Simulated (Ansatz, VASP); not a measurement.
# Two plane-wave programs on SiTe3

```
Si Te
1.0
     6.92938    0.00000    0.00000
    -3.46469    6.00102    0.00000
     0.00000    0.00000    5.02069
Si Te
2 6
Direct
  0.33333 0.66667 0.25000
  0.66667 0.33333 0.75000
  0.82264 0.64528 0.25000
  0.17736 0.82264 0.75000
  0.35472 0.17736 0.25000
  0.17736 0.35472 0.75000
  0.82264 0.17736 0.25000
  0.64528 0.82264 0.75000
```

Alike in both runs: functional PBE; k mesh 3 × 3 × 4; occupations gaussian, width 0.1 eV; no spin polarisation.

Ansatz relaxed the structure, and its values are those at the end. VASP's run is a single point on that final structure, the one shown.

|  | VASP | Ansatz |
| --- | --- | --- |
| version | VASP 6.6.1 | Ansatz 0.2.0 |
| potentials or method | VASP PAW PBE potentials, release 64 (Si, Te), cutoff 520 eV | scalar-relativistic, plane waves, PAW |
| valence electrons in the cell | 44 | 104 |

Ansatz gave:

```
gap on the k mesh at the Fermi level (eV) : none
pressure (GPa)                            : 0.0
rms of the force components (eV/Å)        : 0.003
```

Which values does VASP return?

gap on the k mesh at the Fermi level (eV): none; pressure (GPa): -0.1; rms of the force components (eV/Å): 0.004.

A gap of «none» marks a metal or a gap that the smearing closes. VASP's potentials hold 44 valence electrons a cell and Ansatz's 104, so a difference there can come from the potentials and not from the codes.

Neither program's run includes spin-orbit coupling.
